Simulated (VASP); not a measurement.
Input of a VASP 6.6.1 run:

File POSCAR:

```
Ti3Al5
1.0
    3.8982868407     -0.1949143420      0.0000000000
   -0.1949143420      3.8982868407      0.0000000000
    0.0000000000      0.0000000000      8.3249320111
Ti Al
3 5
Direct
    0.0000000000      0.0000000000      0.5000000000
    0.5000000000      0.5000000000      0.0000000000
    0.5000000000      0.5000000000      0.5000000000
    0.0000000000      0.5000000000      0.2513308179
    0.0000000000      0.5000000000      0.7486691821
    0.5000000000      0.0000000000      0.2513308179
    0.5000000000      0.0000000000      0.7486691821
    0.0000000000      0.0000000000      0.0000000000
```

INCAR.step1

```
ALGO     = Normal         # electronic algorithm
EDIFF    = 1E-4           # SCF threshold, eV
ENCUT    = 520            # plane-wave cutoff, eV
GGA      = PE             # functional
ISMEAR   = 0              # smearing method
LASPH    = True           # aspherical terms in the spheres
LCHARG   = False          # write CHGCAR
LREAL    = False          # projectors in reciprocal space
LWAVE    = True           # write WAVECAR
NBANDS   = 36             # bands
NELM     = 60             # most SCF steps
PREC     = Accurate       # precision mode
SIGMA    = 0.15           # smearing width, eV
```

INCAR.step2

```
ALGO     = Normal         # electronic algorithm
EDIFF    = 1E-6           # SCF threshold, eV
ENCUT    = 520            # plane-wave cutoff, eV
ISIF     = 2              # what is computed and relaxed
ISMEAR   = 0              # smearing method
ISTART   = 1            
LASPH    = True           # aspherical terms in the spheres
LCHARG   = False          # write CHGCAR
LMIXTAU  = True         
LREAL    = False          # projectors in reciprocal space
LWAVE    = False          # write WAVECAR
METAGGA  = R2SCAN         # meta-GGA
NBANDS   = 36             # bands
NELM     = 60             # most SCF steps
PREC     = Accurate       # precision mode
SIGMA    = 0.15           # smearing width, eV
```

The input KPOINTS:

```
k-points
0
Gamma
  10 10 6
```

Potentials or basis: VASP PAW PBE potentials, release 64 (Ti_sv, Al).

Command:

```console
$ cat potpaw_PBE.64/Ti_sv/POTCAR potpaw_PBE.64/Al/POTCAR > POTCAR
$ cp INCAR.step1 INCAR
$ mpirun -np 1 vasp_std > vasp.out
$ cp INCAR.step2 INCAR
$ mpirun -np 1 vasp_std > vasp.out
```

(1) Predict the pressure.

(2) Estimate the largest force.

(3) Estimate the band gap on the k mesh.

Results:

(1) 1.4 GPa.

(2) 0.027 eV/Å.

(3) zero (an odd number of electrons rules out a gap without spin polarisation).

Caveat: the cell differs from its parent crystal (strain -0.1000 x Voigt [0, 0, 0, 0, 0, 1]); the PAW data sets were made with another functional, which shifts forces and pressure a little.
